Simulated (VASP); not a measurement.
# Hf2SeS3 (P6/mmm) in VASP: a series of runs, part 3 of 3

VASP 6.6.1. The steps go on from the part before.

### 4 Relaxation of cell and atoms, PBE

This run uses another cell than the first one, of 33.21 Å³/atom.

File INCAR:

```
  PREC = Accurate
  ENCUT = 600
  EDIFF = 1E-6
  ISMEAR = 0
  SIGMA = 0.1
  LREAL = False
  LASPH = True
  NELM = 80
  ALGO = Normal
  ISIF = 3
  LWAVE = False
  LCHARG = False
  GGA = PE
  IBRION = 2
  NSW = 90
  EDIFFG = -0.04
```

File KPOINTS:

```
Automatic mesh
0
Gamma
  3 3 6
```

File POSCAR:

```
Hf2SeS3
1.0
    8.1821827899      0.0000000000      0.0000000000
   -4.0910913949      7.0859781544      0.0000000000
    0.0000000000      0.0000000000      3.4372461580
Hf Se S
2 1 3
Direct
    0.3333333333      0.6666666667      0.5000000000
    0.6666666667      0.3333333333      0.5000000000
    0.0000000000      0.0000000000      0.0000000000
    0.5000000000      0.0000000000      0.5000000000
    0.0000000000      0.5000000000      0.5000000000
    0.5000000000      0.5000000000      0.5000000000
```

Potentials or basis: VASP PAW PBE potentials, release 64 (Hf_pv, Se, S).

The run is started by

```sh
$ cat potpaw_PBE.64/Hf_pv/POTCAR potpaw_PBE.64/Se/POTCAR potpaw_PBE.64/S/POTCAR > POTCAR
$ mpirun -np 1 vasp_std > vasp.out
```

OUTCAR:

```text
PREC = Accurate
   ENCUT = 600
   EDIFF = 1E-6
   ISMEAR = 0
   LREAL = False
   LASPH = True
   NELM = 80
   ISIF = 3
   GGA = PE
   IBRION = 2
   NSW = 90
   EDIFFG = -0.04

 ion  position               nearest neighbor table
   1  0.333  0.667  0.500-   4 2.36   5 2.36   6 2.36
   2  0.667  0.333  0.500-   4 2.36   5 2.36   6 2.36
   3  0.000  0.000  0.000-
   4  0.500  0.000  0.500-   1 2.36   2 2.36
   5  0.000  0.500  0.500-   1 2.36   2 2.36
   6  0.500  0.500  0.500-   1 2.36   2 2.36

  LATTYP: Found a hexagonal cell.
 ALAT       =     8.1821827899
 C/A-ratio  =     0.4200891432

  Lattice vectors:

 A1 = (   8.1821827899,   0.0000000000,   0.0000000000)
 A2 = (  -4.0910913949,   7.0859781544,   0.0000000000)
 A3 = (   0.0000000000,   0.0000000000,   3.4372461580)

Analysis of symmetry for initial positions (statically):
=====================================================================
 Subroutine PRICEL returns:
 Original cell was already a primitive cell.

 Routine SETGRP: Setting up the symmetry group for a
 hexagonal supercell.

 Subroutine GETGRP returns: Found 24 space group operations
 (whereof 24 operations were pure point group operations)
 out of a pool of 24 trial point group operations.

The static configuration has the point symmetry D_6h.

Analysis of symmetry for dynamics (positions and initial velocities):
=====================================================================
 Subroutine PRICEL returns:
 Original cell was already a primitive cell.

 Routine SETGRP: Setting up the symmetry group for a
 hexagonal supercell.

 Subroutine GETGRP returns: Found 24 space group operations
 (whereof 24 operations were pure point group operations)
 out of a pool of 24 trial point group operations.

The dynamic configuration has the point symmetry D_6h.

[... 98 lines left out ...]
   NFREE  =      1    steps in history (QN), initial steepest desc. (CG)
   ISIF   =      3    stress and relaxation
   ISYM   =      2    0-nonsym 1-usesym 2-fastsym
   POTIM  = 0.5000    time-step for ionic-motion
   TEBEG  =    0.0;   TEEND  =   0.0 temperature during run
   PSTRESS=    0.0 pullay stress
   NELECT =      44.0000    total number of electrons
   NUPDOWN=      -1.0000    fix difference up-down
   EMIN   =  10.00;   EMAX   =-10.00  energy-range for DOS
   EFERMI =   0.00;   METHOD = LEGACY
   ISMEAR =     0;   SIGMA  =   0.10  broadening in eV -4-tet -1-fermi 0-gaus
   EFERMI_NEDOS =   21; number of points for ismear=-14 and -15
   IALGO  =     38    algorithm
   IMIX   =      4    mixing-type and parameters
     AMIX     =   0.40;   BMIX     =  1.00
     AMIX_MAG =   1.60;   BMIX_MAG =  1.00
  volume/ion in A,a.u.               =      33.21       224.14
  Fermi-wavevector in a.u.,A,eV,Ry     =   0.989462  1.869812 13.320584  0.979035
  Thomas-Fermi vector in A             =   2.121063
   LORBIT       =      0    0 simple, 1 ext, 2 COOP (PROOUT), +10 PAW based schemes
   GGA     = PE    functional components
   LHFCALC =     F    Hartree Fock is set to
   AEXX    =    0.0000 exact exchange contribution
   IVDW    =     0    specifies the selected vdW correction
   LEPSILON=     F    determine dielectric tensor
   LRPA    =     F    only Hartree local field effects (RPA)
 conjugate gradient relaxation of ions
 non-spin polarized calculation
 Gauss-broadening in eV      SIGMA  =   0.10
  energy-cutoff  :      600.00
  volume of cell :      199.29
 maximum number of plane-waves:      6698
 NGX is ok and might be reduce to    70
   NGX = 33   NGY = 33   NGZ = 13

--------------------------------------- Ionic step        1  -------------------------------------------

 number of electron      44.0000002 magnetization

 Free energy of the ion-electron system (eV)
  ---------------------------------------------------
  ext. energy  EPLUGINS =         0.00000000
  ---------------------------------------------------
  free energy    TOTEN  =       -36.93843206 eV

  energy without entropy =      -36.88892445  energy(sigma->0) =      -36.91367825

------------------------ aborting loop because EDIFF is reached ----------------------------------------

  FORCE on cell =-STRESS in cart. coord.  units (eV):
  Direction    XX          YY          ZZ          XY          YZ          ZX
  --------------------------------------------------------------------------------------
  -------------------------------------------------------------------------------------
  Total        0.3431057      0.3431057     -1.3990224      0.0000000      0.0000000      0.0000000
  in kB        2.7584102      2.7584102    -11.2474907      0.0000000      0.0000000      0.0000000
  external PRESSURE =      -1.9102234 kB  Pullay stress =       0.0000000 kB
[... 147 lines left out ...]
--------------------------------------- Ionic step        5  -------------------------------------------

 number of electron      43.9999995 magnetization

 Free energy of the ion-electron system (eV)
  ---------------------------------------------------
  ext. energy  EPLUGINS =         0.00000000
  ---------------------------------------------------
  free energy    TOTEN  =       -36.95350549 eV

  energy without entropy =      -36.90534130  energy(sigma->0) =      -36.92942339

 E-fermi :   0.8786     XC(G=0):  -8.0337

 val. band max:        0.8645700644   @ k =   0.3333  -0.0000   0.1667
 cond. band min:       0.8947860148   @ k =   0.3333  -0.0000   0.5000
 fundamental gap:      0.0302159503
 Fermi energy:         0.8786297637

 k-point     1 :       0.0000    0.0000    0.0000
  band No.  band energies     occupation
      1     -30.3525      2.00000
      2     -30.3525      2.00000
      3     -30.3349      2.00000
      4     -30.3349      2.00000
      5     -30.0816      2.00000
      6     -30.0810      2.00000
[... 370 lines left out ...]
  FREE ENERGIE OF THE ION-ELECTRON SYSTEM (eV)
  ---------------------------------------------------
  free  energy   TOTEN  =       -36.9535054872 eV

  energy  without entropy=      -36.9053412954  energy(sigma->0) =      -36.92942339

 reached required accuracy - stopping structural energy minimisation
```

It took 6.2 min on 1 thread of Intel Xeon 8259CL, shared host; peak memory 0.41 GiB.

Results:

* Free energy: -36.9535 eV
* Relaxed volume: 32.61 Å³/atom
* Relaxed cell: a = 8.193 Å, b = 8.193 Å, c = 3.366 Å, α = 90.00°, β = 90.00°, γ = 120.00°
* Space group after relaxing (to 0.1 Å): P6/mmm (No. 191)
* Energy gained by relaxing: 2.5 meV/atom
* Ionic steps: 5
* Pressure after relaxing: 0.0 GPa
* Band gap on the k mesh: zero (bands 22 and 23 overlap by 0.61 eV)

Step by step:
```csv
step,energy change (eV),largest force (eV/Å),pressure (GPa),volume (Å³)
1,0.0000,0.0000,-0.19,199.29
2,-0.0114,0.0000,-0.38,198.13
3,-0.0125,0.0000,-0.45,197.66
4,-0.0137,0.0000,0.35,194.23
5,-0.0151,0.0000,0.01,195.66
```

Final structure:
```yaml
crystal:
  lattice:
    - [8.19257, 0.00000, 0.00000]
    - [-4.09628, 7.09497, 0.00000]
    - [0.00000, 0.00000, 3.36615]
  atoms:
    - { symbol: Hf, position: [0.33333, 0.66667, 0.50000] }
    - { symbol: Hf, position: [0.66667, 0.33333, 0.50000] }
    - { symbol: Se, position: [0.00000, 0.00000, 0.00000] }
    - { symbol: S, position: [0.50000, 0.00000, 0.50000] }
    - { symbol: S, position: [0.00000, 0.50000, 0.50000] }
    - { symbol: S, position: [0.50000, 0.50000, 0.50000] }
```

Levels at points of the mesh, in eV from the Fermi level:
```csv
k point,band 20,band 21,band 22,band 23,band 24,band 25
"(0.00, 0.00, 0.00)",-0.76,-0.39,-0.39,-0.07,1.14,1.14
"(0.00, 0.00, 0.50)",-0.91,-0.13,-0.13,0.40,0.40,1.86
```

Caveat: spin-orbit coupling is left out, which moves the levels of the heavy elements.

### 5 Relaxation of cell and atoms, PBE

This run uses another cell than the first one, of 32.79 Å³/atom.

File INCAR:

```
SYSTEM = Hf2SeS3
PREC = Accurate
ENCUT = 600
EDIFF = 1E-6
ISMEAR = 0
SIGMA = 0.1
LREAL = .FALSE.
LASPH = .TRUE.
NELM = 60
ALGO = Normal
ISIF = 3
LWAVE = .FALSE.
LCHARG = .FALSE.
GGA = PE
IBRION = 2
NSW = 100
EDIFFG = -0.01
```

File KPOINTS:

```
regular mesh
0
G
  6 6 12
  0 0 0
```

POSCAR: that of step 4 with these lines changed.

```diff
@@ -2,5 +2,5 @@
 1.0
-    8.1821827899      0.0000000000      0.0000000000
-   -4.0910913949      7.0859781544      0.0000000000
-    0.0000000000      0.0000000000      3.4372461580
+    8.2075489251      0.0000000000      0.0000000000
+   -4.1037744626      7.1079458719      0.0000000000
+    0.0000000000      0.0000000000      3.3720123891
 Hf Se S
```

The run is started by

```sh
$ cat potpaw_PBE.64/Hf_pv/POTCAR potpaw_PBE.64/Se/POTCAR potpaw_PBE.64/S/POTCAR > POTCAR
$ mpirun -np 1 vasp_std > vasp.out
```

Wall time 34 min (1 thread of Intel Xeon 8259CL, shared host); peak memory 0.62 GiB.

Results (log left out):

```
Free energy                           : -36.9523 eV
Relaxed volume                        : 32.73 Å³/atom
Relaxed cell                          : a = 8.182 Å, b = 8.182 Å, c = 3.387 Å, α = 90.00°, β = 90.00°, γ = 120.00°
Space group after relaxing (to 0.1 Å) : P6/mmm (No. 191)
Energy gained by relaxing             : 0.6 meV/atom
Ionic steps                           : 6
Pressure after relaxing               : 0.0 GPa
Band gap on the k mesh                : zero (bands 22 and 23 overlap by 0.73 eV)
```

Step by step:
| step | energy change (eV) | largest force (eV/Å) | pressure (GPa) | volume (Å³) |
| --- | --- | --- | --- | --- |
| 1 | 0.0000 | 0.0000 | -0.37 | 196.72 |
| 2 | 0.0001 | 0.0000 | 0.56 | 194.58 |
| 3 | -0.0030 | 0.0000 | 0.09 | 195.65 |
| 4 | -0.0030 | 0.0000 | 0.08 | 195.67 |
| 5 | -0.0033 | 0.0000 | 0.03 | 196.03 |
| 6 | -0.0034 | 0.0000 | 0.00 | 196.37 |

Final structure:
```
CELL_PARAMETERS angstrom
8.18204 0.00000 0.00000
-4.09102 7.08586 0.00000
0.00000 0.00000 3.38702
ATOMIC_POSITIONS crystal
Hf 0.33333 0.66667 0.50000
Hf 0.66667 0.33333 0.50000
Se 0.00000 0.00000 0.00000
S 0.50000 0.00000 0.50000
S 0.00000 0.50000 0.50000
S 0.50000 0.50000 0.50000
```

Levels at points of the mesh, in eV from the Fermi level:
| k point | band 18 | band 19 | band 20 | band 21 | band 22 | band 23 | band 24 | band 25 | band 26 |
| --- | --- | --- | --- | --- | --- | --- | --- | --- | --- |
| (0.00, 0.00, 0.00) | -1.22 | -0.92 | -0.92 | -0.35 | -0.35 | -0.22 | 1.03 | 1.03 | 1.81 |
| (0.50, 0.00, 0.00) | -1.31 | -0.92 | -0.74 | -0.72 | -0.51 | -0.43 | 1.53 | 1.80 | 2.50 |
| (0.00, 0.00, 0.50) | -1.84 | -1.84 | -1.01 | -0.19 | -0.19 | 0.35 | 0.35 | 1.74 | 1.74 |
| (0.50, 0.00, 0.50) | -1.99 | -1.67 | -1.37 | 0.11 | 0.12 | 0.15 | 0.59 | 0.99 | 2.30 |

Caveat: spin-orbit coupling is left out, which moves the levels of the heavy elements.

### 6 Overview

| task | cell | k mesh | cutoff (eV) | gap on the mesh (eV) | pressure (GPa) | relaxed volume (Å³/atom) |
| --- | --- | --- | --- | --- | --- | --- |
| relaxation of cell and atoms | relaxed from a = 6.428, b = 6.428, c = 4.075 Å, angles 90.0, 90.0, 120.0°, 6 atoms | 3 × 3 × 4 | 600 | none | 0.0 | 33.12 |
| single point | a = 8.192, b = 8.192, c = 3.390 Å, angles 90.0, 90.0, 120.0°, 6 atoms | 6 × 6 × 12 | 520 | none | -0.2 | - |
| relaxation of cell and atoms | relaxed from a = 8.182, b = 8.182, c = 3.437 Å, angles 90.0, 90.0, 120.0°, 6 atoms | 3 × 3 × 6 | 600 | none | 0.0 | 32.61 |
| relaxation of cell and atoms | relaxed from a = 8.208, b = 8.208, c = 3.372 Å, angles 90.0, 90.0, 120.0°, 6 atoms | 6 × 6 × 12 | 600 | none | 0.0 | 32.73 |

Alike in all rows: level PBE; potentials or basis VASP PAW PBE potentials, release 64 (Hf_pv, Se, S); no spin polarisation; smearing gaussian 0.1 eV.

Caveats: some runs use coarse meshes; spin-orbit coupling is left out, which moves the levels of the heavy elements; the volume moved by over 15 % at a fixed basis, so the end points are rough (at least some runs).

Absolute energies hang on the potentials; compare differences alone.

The gap in the log of VASP goes by the Fermi energy; the results here count the filled bands.